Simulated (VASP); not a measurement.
Crystal: ScAl4N.

```
Sc Al N
1.0
     0.00000    3.50877    3.50877
     3.50877    0.00000    3.50877
     3.50877    3.50877    0.00000
Sc Al N
1 4 1
Direct
  0.25000 0.25000 0.25000
  0.37538 0.87487 0.87487
  0.87487 0.87487 0.37538
  0.87487 0.37538 0.87487
  0.87487 0.87487 0.87487
  0.50000 0.50000 0.50000
```

The cell was built from a structure type or drawn by symmetry, and may not be a known phase.

```yaml
Program: VASP 6.6.1
Task: relaxation of cell and atoms
Functional: PBE
Potentials_or_basis: VASP PAW PBE potentials, release 64 (Sc_sv, Al, N)
Cutoff: 600 eV
k_mesh: 4 × 4 × 4
Occupations: gaussian, width 0.1 eV
Spin: no spin polarisation
```

At the start: pressure 18.5 GPa; volume 14.40 Å³/atom.

Problem. Where does the relaxation end?

Solution. Over 5 steps the energy falls by 130.6 meV/atom and the volume is 16.99 Å³/atom (+18.0 %); space group F-43m (No. 216, to 0.1 Å) before and after.

Step by step:
| step | energy change (eV) | largest force (eV/Å) | pressure (GPa) | volume (Å³) |
| --- | --- | --- | --- | --- |
| 1 | 0.0000 | 0.6185 | 18.46 | 86.40 |
| 2 | -0.6621 | 0.2768 | -4.77 | 108.85 |
| 3 | -0.7829 | 0.1181 | 0.17 | 101.46 |
| 4 | -0.7828 | 0.1268 | -0.08 | 101.78 |
| 5 | -0.7838 | 0.0159 | -0.23 | 101.95 |

Final structure:
```yaml
crystal:
  lattice:
    - [0.00000, 3.70780, 3.70780]
    - [3.70780, 0.00000, 3.70780]
    - [3.70780, 3.70780, 0.00000]
  atoms:
    - { symbol: Sc, position: [0.25000, 0.25000, 0.25000] }
    - { symbol: Al, position: [0.37132, 0.87623, 0.87623] }
    - { symbol: Al, position: [0.87623, 0.87623, 0.37132] }
    - { symbol: Al, position: [0.87623, 0.37132, 0.87623] }
    - { symbol: Al, position: [0.87623, 0.87623, 0.87623] }
    - { symbol: N, position: [0.50000, 0.50000, 0.50000] }
```

Caveat: the k points lie up to 0.37 Å⁻¹ apart in the final cell; the volume moved by over 15 % at a fixed basis, so the end points are rough; the highest band is partly filled, so the run has too few bands.
